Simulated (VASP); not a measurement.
Here is a VASP 6.6.1 calculation.

Contents of INCAR:

```
SYSTEM = Ti
PREC = Accurate
ENCUT = 500
EDIFF = 1E-6
ISMEAR = 0
SIGMA = 0.1
LREAL = .FALSE.
LASPH = .TRUE.
NELM = 120
ALGO = Normal
ISIF = 2
LWAVE = .FALSE.
LCHARG = .TRUE.
GGA = PS
LELF = .TRUE.
LVHAR = .TRUE.
NBANDS = 12
GGA_COMPAT = .FALSE.
```

Contents of KPOINTS:

```
Automatic mesh
0
G
  18 18 18
  0 0 0
```

The input POSCAR:

```
Ti
1.0
   -1.6015831800      1.6015831800      1.6015831800
    1.6015831800     -1.6015831800      1.6015831800
    1.6015831800      1.6015831800     -1.6015831800
Ti
1
Direct
    0.0000000000      0.0000000000      0.0000000000
```

Potentials or basis: VASP PAW PBE potentials, release 64 (Ti_sv).

The run is started by

```bash
$ cat potpaw_PBE.64/Ti_sv/POTCAR > POTCAR
$ mpirun -np 1 vasp_std > vasp.out
```

(1) What does it give for the pressure?

(2) Estimate the band gap on the k mesh.

Results:

(1) 0.4 GPa.

(2) zero (bands 6 and 7 overlap by 1.62 eV).

Caveat: the cell differs from its parent crystal (strained); the PAW data sets were made with another functional, which shifts forces and pressure a little.
